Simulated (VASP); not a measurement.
# MgO (P1) in VASP: further runs

Runs on MgO. Level: PBE. Tasks: single point.

All numbers are computed with VASP 6.6.1; they aren't measurements. Logs are shortened: lines on timing, memory, paths and dates and some standing lists are left out, and cuts for length are marked.

**1. The cell of the first run**

The typed cell holds 8 atoms: a = 3.280 Å, b = 3.280 Å, c = 10.515 Å, α = 90.00°, β = 90.00°, γ = 120.00°.

**2. Single point, PBE (atom 6 (O) moved by -0.440 Å along [1 0 0] and -0.440 Å along [0 0 1])**

INCAR reads:

```
SYSTEM = MgO
PREC = Accurate
ENCUT = 520
EDIFF = 1E-6
ISMEAR = 0
SIGMA = 0.05
LREAL = .FALSE.
LASPH = .TRUE.
NELM = 80
ALGO = Normal
ISIF = 2
LWAVE = .FALSE.
LCHARG = .FALSE.
GGA = PE
NBANDS = 26
```

KPOINTS reads:

```
regular mesh
0
G
  9 9 2
  0 0 0
```

POSCAR reads:

```
MgO
1.0
    3.2803754002      0.0000000000      0.0000000000
   -1.6401877001      2.8408884305      0.0000000000
    0.0000000000      0.0000000000     10.5147056238
Mg O
4 4
Direct
    0.3333333333      0.6666666667      0.9694791811
    0.0000000000      0.0000000000      0.2208070585
    0.0000000000      0.0000000000      0.7208070585
    0.6666666667      0.3333333333      0.4694791811
    0.3333333333      0.6666666667      0.7800540723
   -0.1341309900      0.0000000000      0.4878117132
    0.0000000000      0.0000000000      0.0296578681
    0.6666666667      0.3333333333      0.2800540723
```

Potentials or basis: VASP PAW PBE potentials, release 64 (Mg, O).

Command:

```console
> cat potpaw_PBE.64/Mg/POTCAR potpaw_PBE.64/O/POTCAR > POTCAR
> mpirun -np 1 vasp_std > vasp.out
```

OUTCAR:

```text
SYSTEM = MgO
   PREC = Accurate
   ENCUT = 520
   EDIFF = 1E-6
   ISMEAR = 0
   LREAL = .FALSE.
   LASPH = .TRUE.
   NELM = 80
   ISIF = 2
   GGA = PE

 ion  position               nearest neighbor table
   1  0.333  0.667  0.969-   5 1.99   7 2.00   7 2.00   7 2.00   3 3.23   3 3.23   3 3.23   2 3.25
                             2 3.25   2 3.25
   2  0.000  0.000  0.221-   8 1.99   8 1.99   8 1.99   7 2.01   4 3.23   4 3.23   4 3.23   1 3.25
                             1 3.25   1 3.25
   3  0.000  0.000  0.721-   5 1.99   5 1.99   5 1.99   6 2.49   1 3.23   1 3.23   1 3.23   4 3.25
                             4 3.25   4 3.25
   4  0.667  0.333  0.469-   6 1.54   6 1.95   8 1.99   6 2.29   2 3.23   2 3.23   2 3.23   3 3.25
                             3 3.25   3 3.25
   5  0.333  0.667  0.780-   1 1.99   3 1.99   3 1.99   3 1.99
   6  0.866  0.000  0.488-   4 1.54   4 1.95   4 2.29   3 2.49
   7  0.000  0.000  0.030-   1 2.00   1 2.00   1 2.00   2 2.01
   8  0.667  0.333  0.280-   4 1.99   2 1.99   2 1.99   2 1.99

  LATTYP: Found a hexagonal cell.
 ALAT       =     3.2803754002
 C/A-ratio  =     3.2053360793

  Lattice vectors:

 A1 = (   3.2803754002,   0.0000000000,   0.0000000000)
 A2 = (  -1.6401877001,   2.8408884305,   0.0000000000)
 A3 = (   0.0000000000,   0.0000000000,  10.5147056238)

Analysis of symmetry for initial positions (statically):
=====================================================================
 Subroutine PRICEL returns:
 Original cell was already a primitive cell.

 Routine SETGRP: Setting up the symmetry group for a
 hexagonal supercell.

 Subroutine GETGRP returns: Found  1 space group operations
 (whereof  1 operations were pure point group operations)
 out of a pool of 24 trial point group operations.

The static configuration has the point symmetry C_1 .

Analysis of symmetry for dynamics (positions and initial velocities):
=====================================================================
 Subroutine PRICEL returns:
 Original cell was already a primitive cell.

 Routine SETGRP: Setting up the symmetry group for a
 hexagonal supercell.

 Subroutine GETGRP returns: Found  1 space group operations
 (whereof  1 operations were pure point group operations)
 out of a pool of 24 trial point group operations.

The dynamic configuration has the point symmetry C_1 .

 Subroutine INISYM returns: Found  1 space group operations
 (whereof  1 operations are pure point group operations),
 and found     1 'primitive' translations

[... 113 lines left out ...]
   ISYM   =      2    0-nonsym 1-usesym 2-fastsym
   POTIM  = 0.5000    time-step for ionic-motion
   TEBEG  =    0.0;   TEEND  =   0.0 temperature during run
   PSTRESS=    0.0 pullay stress
   NELECT =      32.0000    total number of electrons
   NUPDOWN=      -1.0000    fix difference up-down
   EMIN   =  10.00;   EMAX   =-10.00  energy-range for DOS
   EFERMI =   0.00;   METHOD = LEGACY
   ISMEAR =     0;   SIGMA  =   0.05  broadening in eV -4-tet -1-fermi 0-gaus
   EFERMI_NEDOS =   21; number of points for ismear=-14 and -15
   IALGO  =     38    algorithm
   IMIX   =      4    mixing-type and parameters
     AMIX     =   0.40;   BMIX     =  1.00
     AMIX_MAG =   1.60;   BMIX_MAG =  1.00
  volume/ion in A,a.u.               =      12.25        82.66
  Fermi-wavevector in a.u.,A,eV,Ry     =   1.127370  2.130421 17.292509  1.270964
  Thomas-Fermi vector in A             =   2.264056
   LORBIT       =      0    0 simple, 1 ext, 2 COOP (PROOUT), +10 PAW based schemes
   GGA     = PE    functional components
   LHFCALC =     F    Hartree Fock is set to
   AEXX    =    0.0000 exact exchange contribution
   IVDW    =     0    specifies the selected vdW correction
   LEPSILON=     F    determine dielectric tensor
   LRPA    =     F    only Hartree local field effects (RPA)
 non-spin polarized calculation
 Gauss-broadening in eV      SIGMA  =   0.05
  energy-cutoff  :      520.00
  volume of cell :       97.99
 maximum number of plane-waves:      2688
   NGX = 13   NGY = 13   NGZ = 39

 number of electron      32.0000015 magnetization

 Free energy of the ion-electron system (eV)
  ---------------------------------------------------
  ext. energy  EPLUGINS =         0.00000000
  ---------------------------------------------------
  free energy    TOTEN  =       -44.05947483 eV

  energy without entropy =      -44.05947483  energy(sigma->0) =      -44.05947483

 E-fermi :   2.0408     XC(G=0):  -9.5907

 val. band max:        1.7771819617   @ k =   0.0000   0.0000   0.0000
 cond. band min:       3.5035998765   @ k =   0.0000   0.0000   0.0000
 fundamental gap:      1.7264179148
 Fermi energy:         2.0408399242

 k-point     1 :       0.0000    0.0000    0.0000
  band No.  band energies     occupation
      1     -16.0144      2.00000
      2     -14.9299      2.00000
      3     -14.8099      2.00000
      4     -13.5357      2.00000
      5      -2.7769      2.00000
      6      -1.1268      2.00000
[... 685 lines left out ...]
     25      12.8053      0.00000
     26      13.2679      0.00000

 [... further k-points ...]

------------------------ aborting loop because EDIFF is reached ----------------------------------------

  FORCE on cell =-STRESS in cart. coord.  units (eV):
  Direction    XX          YY          ZZ          XY          YZ          ZX
  --------------------------------------------------------------------------------------
  -------------------------------------------------------------------------------------
  Total        9.6933715      7.2466135     -0.6200907     -9.2666476     -1.6125220      1.7326827
  in kB      158.4931867    118.4870370    -10.1389021   -151.5159625    -26.3658272     28.3305354
  external PRESSURE =      88.9471072 kB  Pullay stress =       0.0000000 kB

 VOLUME and BASIS-vectors are now :
 -----------------------------------------------------------------------------
  energy-cutoff  :      520.00
  volume of cell :       97.99
      direct lattice vectors                 reciprocal lattice vectors
     3.280375400  0.000000000  0.000000000     0.304843159  0.176001280  0.000000000
    -1.640187700  2.840888431  0.000000000     0.000000000  0.352002560  0.000000000
     0.000000000  0.000000000 10.514705624     0.000000000  0.000000000  0.095104897

 POSITION                                       TOTAL-FORCE (eV/Angst)
 -----------------------------------------------------------------------------------
     -0.00000      1.89393     10.19379        -0.001382     -0.001585      0.832222
      0.00000      0.00000      2.32172        -0.060698     -0.000329      0.854685
      0.00000      0.00000      7.57907        -0.284842      0.001935     -0.271385
      1.64019      0.94696      4.93644        -9.926828      6.864035     -3.508968
     -0.00000      1.89393      8.20204        -0.041114     -0.027927     -0.791415
      2.84038      0.00000      5.12920        10.539195     -6.926101      4.791770
      0.00000      0.00000      0.31184         0.001404      0.000263     -0.843756
      1.64019      0.94696      2.94469        -0.225734      0.089708     -1.063151
 -----------------------------------------------------------------------------------
    total drift:                                0.000256      0.000161      0.001024

  FREE ENERGIE OF THE ION-ELECTRON SYSTEM (eV)
  ---------------------------------------------------
  free  energy   TOTEN  =       -44.0594748311 eV

  energy  without entropy=      -44.0594748311  energy(sigma->0) =      -44.05947483
```

stdout:

```text
POSCAR found type information on POSCAR MgO
 POSCAR found :  2 types and       8 ions
 scaLAPACK will be used
 LDA part: xc-table for (Slater+PW92), standard interpolation
 POSCAR, INCAR and KPOINTS ok, starting setup
 FFT: planning ... GRIDC
 FFT: planning ... GRID_SOFT
 FFT: planning ... GRID
 WAVECAR not read
 entering main loop
```

Wall time 82 s (1 thread of Intel Xeon 6975P-C (Granite Rapids), shared host); peak memory 0.3 GiB.

What came out:

```
Free energy            : -44.0595 eV
Pressure               : 8.9 GPa
Largest force          : 13.491 eV/Å
Band gap on the k mesh : 1.73 eV, direct
```

Forces in eV/Å, atoms in the order of the input:
```
Mg  -0.001 -0.002  0.832
Mg  -0.061  0.000  0.855
Mg  -0.285  0.002 -0.271
Mg  -9.927  6.864 -3.509
O   -0.041 -0.028 -0.791
O   10.539 -6.926  4.792
O    0.001  0.000 -0.844
O   -0.226  0.090 -1.063
```

Stress tensor (GPa, compression positive):
```
 15.85 -15.15   2.83
-15.15  11.85  -2.64
  2.83  -2.64  -1.01
```

Caveat: the cell differs from its parent crystal (atom 6 (O) moved by -0.440 Å along [1 0 0] and -0.440 Å along [0 0 1]); forces of over 1 eV/Å act on the atoms, so gaps and moduli don't describe the material at rest. A k mesh can miss the band edges.

**3. Single point, PBE (atom 6 (O) moved by -0.440 Å along [1 0 0] and +0.440 Å along [0 0 1])**

INCAR reads:

```
SYSTEM = MgO
PREC = Accurate
ENCUT = 520
EDIFF = 1E-6
ISMEAR = 0
SIGMA = 0.05
LREAL = .False.
LASPH = .True.
NELM = 80
ALGO = Normal
ISIF = 2
LWAVE = .False.
LCHARG = .True.
GGA = PE
LELF = .True.
LVHAR = .True.
NBANDS = 26
```

KPOINTS reads:

```
regular mesh
0
Gamma
  9 9 2
  0 0 0
```

Edit POSCAR of step 2 so:

```diff
@@ -13,3 +13,3 @@
     0.3333333333      0.6666666667      0.7800540723
-   -0.1341309900      0.0000000000      0.4878117132
+   -0.1341309900      0.0000000000      0.5715040230
     0.0000000000      0.0000000000      0.0296578681
```

Potentials or basis: VASP PAW PBE potentials, release 64 (Mg, O).

Command:

```console
> cat potpaw_PBE.64/Mg/POTCAR potpaw_PBE.64/O/POTCAR > POTCAR
> mpirun -np 1 vasp_std > vasp.out
```

Wall time 88 s (1 thread of Intel Xeon 6975P-C (Granite Rapids), shared host); peak memory 0.3 GiB.

Results (log left out):

```yaml
Free_energy: -44.8194 eV
Pressure: 6.1 GPa
Largest_force: 9.659 eV/Å
Band_gap_on_the_k_mesh: 1.55 eV, direct
```

Forces in eV/Å, atoms in the order of the input:
```
Mg  -0.004 -0.002 -0.856
Mg  -0.017  0.000 -0.880
Mg   1.701  0.005  7.072
Mg  -1.291  0.935  1.490
O   -0.178 -0.112  1.096
O   -0.170 -0.843 -9.621
O    0.001 -0.001  0.878
O   -0.042  0.019  0.819
```

Stress tensor (GPa, compression positive):
```
 1.79  0.10  6.28
 0.10 -0.01 -2.15
 6.28 -2.15 16.39
```

Levels at points of the mesh, in eV from the valence-band top:
| k point | band 12 | band 13 | band 14 | band 15 | band 16 | band 17 | band 18 | band 19 | band 20 | band 21 |
| --- | --- | --- | --- | --- | --- | --- | --- | --- | --- | --- |
| (0.00, 0.00, 0.00) | -1.33 | -1.00 | -0.72 | -0.12 | 0.00 | 1.55 | 4.17 | 4.79 | 7.29 | 8.08 |
| (0.00, 0.00, 0.50) | -1.32 | -1.22 | -0.84 | -0.12 | -0.01 | 1.94 | 3.42 | 5.93 | 6.17 | 9.02 |

Caveat: the cell differs from its parent crystal (atom 6 (O) moved by -0.440 Å along [1 0 0] and +0.440 Å along [0 0 1]); forces of over 1 eV/Å act on the atoms, so gaps and moduli don't describe the material at rest.
